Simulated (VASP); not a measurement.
# TiSi (Cmmm) in VASP: further runs, part 2 of 2

VASP 6.6.1. Earlier steps stand in the parts before.

### 4 Single point, PBEsol (strain -0.040 along x and y, -0.080 along z)

Contents of INCAR:

```
ALGO = Normal
EDIFF = 1E-6
ENCUT = 520
GGA = PS
ISIF = 2
ISMEAR = 0
LASPH = True
LCHARG = False
LREAL = False
LWAVE = False
NBANDS = 42
NELM = 80
PREC = Accurate
SIGMA = 0.15
```

Contents of KPOINTS:

```
k-points
0
Gamma
  12 6 10
```

Contents of POSCAR:

```
TiSi
1.0
    3.4567600234      0.0000000000      0.0000000000
    0.0000000000      7.2754224254      0.0000000000
    0.0000000000      0.0000000000      3.8114663400
Ti Si
4 4
Direct
    0.0000000000      0.5000000000      0.0507500000
    0.5000000000      0.5000000000      0.5507500000
    0.5000000000      0.0000000000      0.5507500000
    0.0000000000      0.0000000000      0.0507500000
    0.0000000000      0.7500000000      0.5507500000
    0.0000000000      0.2500000000      0.5507500000
    0.5000000000      0.2500000000      0.0507500000
    0.5000000000      0.7500000000      0.0507500000
```

Potentials or basis: VASP PAW PBE potentials, release 64 (Ti_sv, Si).

Command:

```console
> cat potpaw_PBE.64/Ti_sv/POTCAR potpaw_PBE.64/Si/POTCAR > POTCAR
> mpirun -np 1 vasp_std > vasp.out
```

OUTCAR:

```text
EDIFF = 1E-6
   ENCUT = 520
   GGA = PS
   ISIF = 2
   ISMEAR = 0
   LASPH = True
   LREAL = False
   NELM = 80
   PREC = Accurate

 ion  position               nearest neighbor table
   1  0.000  0.500  0.051-   7 2.51   8 2.51   7 2.51   8 2.51   2 2.57   2 2.57   2 2.57   2 2.57
                             6 2.63   5 2.63   5 2.63   6 2.63
   2  0.500  0.500  0.551-   5 2.51   6 2.51   5 2.51   6 2.51   1 2.57   1 2.57   1 2.57   1 2.57
                             8 2.63   7 2.63   7 2.63   8 2.63
   3  0.500  0.000  0.551-   5 2.51   6 2.51   5 2.51   6 2.51   4 2.57   4 2.57   4 2.57   4 2.57
                             8 2.63   7 2.63   7 2.63   8 2.63
   4  0.000  0.000  0.051-   7 2.51   8 2.51   7 2.51   8 2.51   3 2.57   3 2.57   3 2.57   3 2.57
                             6 2.63   5 2.63   5 2.63   6 2.63
   5  0.000  0.750  0.551-   2 2.51   3 2.51   2 2.51   3 2.51   8 2.57   8 2.57   8 2.57   8 2.57
                             1 2.63   1 2.63   4 2.63   4 2.63
   6  0.000  0.250  0.551-   2 2.51   3 2.51   2 2.51   3 2.51   7 2.57   7 2.57   7 2.57   7 2.57
                             1 2.63   1 2.63   4 2.63   4 2.63
[... 227 lines left out ...]
      2     -43.4101      2.00000
      3     -43.0764      2.00000
      4     -43.0735      2.00000
      5     -20.1980      2.00000
      6     -20.1883      2.00000
[... 1069 lines left out ...]
     41      14.9173      0.00000
     42      14.9173      0.00000

 [... further k-points ...]

------------------------ aborting loop because EDIFF is reached ----------------------------------------

  FORCE on cell =-STRESS in cart. coord.  units (eV):
  Direction    XX          YY          ZZ          XY          YZ          ZX
  --------------------------------------------------------------------------------------
  -------------------------------------------------------------------------------------
  Total       19.7126568     20.4509865     18.8485030      0.0000000      0.0000000      0.0000000
  in kB      329.4854265    341.8261709    315.0416051      0.0000000      0.0000000      0.0000000
  external PRESSURE =     328.7844008 kB  Pullay stress =       0.0000000 kB

 VOLUME and BASIS-vectors are now :
 -----------------------------------------------------------------------------
  energy-cutoff  :      520.00
  volume of cell :       95.86
      direct lattice vectors                 reciprocal lattice vectors
     3.456760023  0.000000000  0.000000000     0.289288233  0.000000000  0.000000000
     0.000000000  7.275422425  0.000000000     0.000000000  0.137449064  0.000000000
     0.000000000  0.000000000  3.811466340     0.000000000  0.000000000  0.262366216

 POSITION                                       TOTAL-FORCE (eV/Angst)
 -----------------------------------------------------------------------------------
      0.00000      3.63771      0.19343         0.000000      0.000000     -0.000000
      1.72838      3.63771      2.09917         0.000000      0.000000     -0.000000
      1.72838      0.00000      2.09917         0.000000     -0.000000      0.000000
      0.00000      0.00000      0.19343        -0.000000     -0.000000      0.000000
      0.00000      5.45657      2.09917        -0.000000     -0.000000     -0.000000
      0.00000      1.81886      2.09917        -0.000000      0.000000     -0.000000
      1.72838      1.81886      0.19343        -0.000000     -0.000000     -0.000000
      1.72838      5.45657      0.19343        -0.000000     -0.000000     -0.000000
 -----------------------------------------------------------------------------------
    total drift:                                0.000000     -0.000000      0.000068

  FREE ENERGIE OF THE ION-ELECTRON SYSTEM (eV)
  ---------------------------------------------------
  free  energy   TOTEN  =       -59.8087382939 eV

  energy  without entropy=      -59.7652525492  energy(sigma->0) =      -59.78699542
```

OSZICAR:

```text
N       E                     dE             d eps       ncg     rms          rms(c)
DAV:   1     0.796001195190E+03    0.79600E+03   -0.29239E+04 14112   0.178E+03
DAV:   2     0.410565739953E+02   -0.75494E+03   -0.73079E+03 14112   0.549E+02
DAV:   3    -0.538004614882E+02   -0.94857E+02   -0.90519E+02 21664   0.168E+02
DAV:   4    -0.642823470828E+02   -0.10482E+02   -0.10263E+02 22174   0.488E+01
DAV:   5    -0.647076468630E+02   -0.42530E+00   -0.42416E+00 20802   0.946E+00    0.309E+01
DAV:   6    -0.599854255869E+02    0.47222E+01   -0.34976E+01 18418   0.402E+01    0.103E+01
DAV:   7    -0.597885402905E+02    0.19689E+00   -0.45719E+00 20112   0.125E+01    0.712E+00
DAV:   8    -0.597980910152E+02   -0.95507E-02   -0.42941E-01 19416   0.402E+00    0.103E+00
DAV:   9    -0.598051669976E+02   -0.70760E-02   -0.89701E-02 20438   0.115E+00    0.895E-01
DAV:  10    -0.598090021107E+02   -0.38351E-02   -0.16903E-02 17190   0.969E-01    0.107E-01
DAV:  11    -0.598087361522E+02    0.26596E-03   -0.16403E-03 20226   0.235E-01    0.918E-02
DAV:  12    -0.598087368818E+02   -0.72958E-06   -0.15572E-04 17734   0.813E-02    0.191E-02
DAV:  13    -0.598087373296E+02   -0.44780E-06   -0.17965E-05 19222   0.212E-02    0.928E-03
DAV:  14    -0.598087382939E+02   -0.96430E-06   -0.20677E-06 13416   0.108E-02
   1 F= -.59808738E+02 E0= -.59786995E+02  d E =-.434857E-01
```

stdout:

```text
POSCAR found type information on POSCAR TiSi
 POSCAR found :  2 types and       8 ions
 scaLAPACK will be used
 -----------------------------------------------------------------------------
|                                                                             |
|                                                                             |
|     You enforced a specific xc type in the INCAR file but a different       |
|     I HOPE YOU KNOW WHAT YOU ARE DOING!                                     |
|                                                                             |
 -----------------------------------------------------------------------------

 LDA part: xc-table for (Slater+PW92), standard interpolation
 POSCAR, INCAR and KPOINTS ok, starting setup
 FFT: planning ... GRIDC
 FFT: planning ... GRID_SOFT
 FFT: planning ... GRID
 WAVECAR not read
 entering main loop
```

Wall time 20 min (1 thread of Oxide Virtual Turin-like, shared host); peak memory 0.52 GiB.

Results:

* Free energy: -59.8087 eV
* Pressure: 32.9 GPa
* Band gap on the k mesh: zero (band 32 reaches 13.22 eV, above the bottom of band 33 at 11.82 eV)

Levels at points of the mesh, in eV from the Fermi level:
| k point | band 30 | band 31 | band 32 | band 33 | band 34 | band 35 |
| --- | --- | --- | --- | --- | --- | --- |
| (0.00, 0.00, 0.00) | -1.74 | -1.42 | -1.38 | -0.88 | 0.29 | 1.17 |
| (0.50, 0.00, 0.00) | -2.24 | -0.02 | -0.02 | 0.25 | 0.25 | 0.44 |
| (0.00, 0.50, 0.00) | -1.02 | -0.51 | -0.51 | 0.63 | 0.63 | 0.73 |
| (0.50, 0.50, 0.00) | -1.67 | -1.67 | -1.67 | 0.30 | 0.30 | 0.30 |
| (0.00, 0.00, 0.50) | -1.10 | 0.49 | 0.49 | 0.87 | 0.87 | 0.99 |
| (0.50, 0.00, 0.50) | -1.94 | -0.98 | -0.98 | 1.44 | 1.44 | 1.86 |
| (0.00, 0.50, 0.50) | -1.08 | -1.08 | -1.08 | 0.75 | 0.75 | 0.75 |
| (0.50, 0.50, 0.50) | -1.19 | -1.19 | -1.19 | 1.93 | 1.93 | 1.93 |

Caveat: the cell differs from its parent crystal (strain -0.040 along x and y, -0.080 along z); the PAW data sets were made with another functional, which shifts forces and pressure a little.

### 5 Summary

```tsv
cell	gap on the mesh (eV)	pressure (GPa)
a = 3.889, b = 8.185, c = 4.143 Å, 8 atoms	none	-17.1
a = 3.313, b = 6.972, c = 4.143 Å, 8 atoms	none	38.5
a = 3.457, b = 7.275, c = 3.811 Å, 8 atoms	none	32.9
```

Alike in all rows: task single point; level PBEsol; potentials or basis VASP PAW PBE potentials, release 64 (Ti_sv, Si); no spin polarisation; k mesh 12 × 6 × 10; cutoff (eV) 520; smearing gaussian 0.15 eV.

Caveats: the PAW data sets were made with another functional, which shifts forces and pressure a little.

Total energies depend on the potentials used, so only differences within one code and one set of settings carry meaning.
